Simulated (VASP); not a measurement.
Here is a VASP 6.6.1 calculation.

The input INCAR:

```
SYSTEM = O
ALGO = Normal
EDIFF = 1E-7
ENCUT = 520
GGA = PE
ISIF = 2
ISMEAR = 0
LASPH = .True.
LCHARG = .False.
LREAL = .False.
LWAVE = .False.
NBANDS = 13
NELM = 100
PREC = Accurate
SIGMA = 0.1
```

The input KPOINTS:

```
k-points
0
Gamma
  6 6 6
  0 0 0
```

POSCAR

```
O
1.0
    2.7015000000     -1.7145000000      0.0000000000
    2.7015000000      1.7145000000      0.0000000000
   -1.9649900000      0.0000000000      3.7479900000
O
2
Direct
    0.0640000000      0.0640000000      0.1530000000
    0.9360000000      0.9360000000      0.8470000000
```

Potentials or basis: VASP PAW PBE potentials, release 64 (O).

The run is started by

```bash
$ cat potpaw_PBE.64/O/POTCAR > POTCAR
$ mpirun -np 1 vasp_std > vasp.out
```

(1) What does it give for the pressure?

(2) What does it give for the band gap on the k mesh?

(3) Predict the largest force.

## Answers

(1) 11.1 GPa.

(2) zero (band 6 reaches -0.93 eV, above the bottom of band 7 at -1.47 eV).

(3) 8.006 eV/Å.

Caveat: the k points lie up to 0.38 Å⁻¹ apart; the standard files for N, O and F lose accuracy on very short bonds; spin is off for a triplet molecule; forces of over 1 eV/Å act on the atoms, so gaps and moduli don't describe the material at rest.
